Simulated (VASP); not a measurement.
Write the native input for VASP 6.6.1 that does the following.

* Task: single point
* Functional: LDA
* Potentials or basis: VASP PAW LDA potentials, release 64 (Sr_sv)
* Cutoff: 520 eV
* k mesh: 9 × 9 × 5
* Occupations: fermi-dirac, width 0.05 eV
* Spin: no spin polarisation
* Dipole correction: no
* Further INCAR settings: ALGO = Normal; EDIFF = 1e-07; NBANDS = 28

The structure of Sr lies in POSCAR:

```
Sr
1.0
    3.2446302382      0.0000000000      0.0000000000
   -1.6223151191      2.8099322121      0.0000000000
    0.0000000000      0.0000000000     10.5575648248
Sr
4
Direct
    0.0000000000      0.0000000000      0.0000000000
    0.0000000000      0.0000000000      0.5000000000
    0.3333333333      0.6666666667      0.2500000000
    0.6666666667      0.3333333333      0.7500000000
```

These files were run (other wordings do the same):

INCAR

```
PREC = Accurate ; ENCUT = 520
EDIFF = 1E-7 ; ISMEAR = -1
SIGMA = 0.05 ; LREAL = F
LASPH = T ; NELM = 100
ALGO = Normal ; ISIF = 2
LWAVE = F ; LCHARG = T
LELF = T ; LVHAR = T
NBANDS = 28
```

KPOINTS

```
Automatic mesh
0
Gamma
  9 9 5
```

Potentials or basis: VASP PAW LDA potentials, release 64 (Sr_sv).

Launch:

```console
$ cat potpaw_LDA.64/Sr_sv/POTCAR > POTCAR
$ mpirun -np 1 vasp_std > vasp.out
```

Results of the run:

```yaml
Pressure: 25.3 GPa
Band_gap_on_the_k_mesh: zero (band 20 reaches 5.79 eV, above the bottom of band 21 at 4.65 eV)
```

It took 60 s on 1 thread of Intel(R) Xeon(R) Platinum 8488C (Sapphire Rapids) (shared host), peak memory 0.21 GiB.
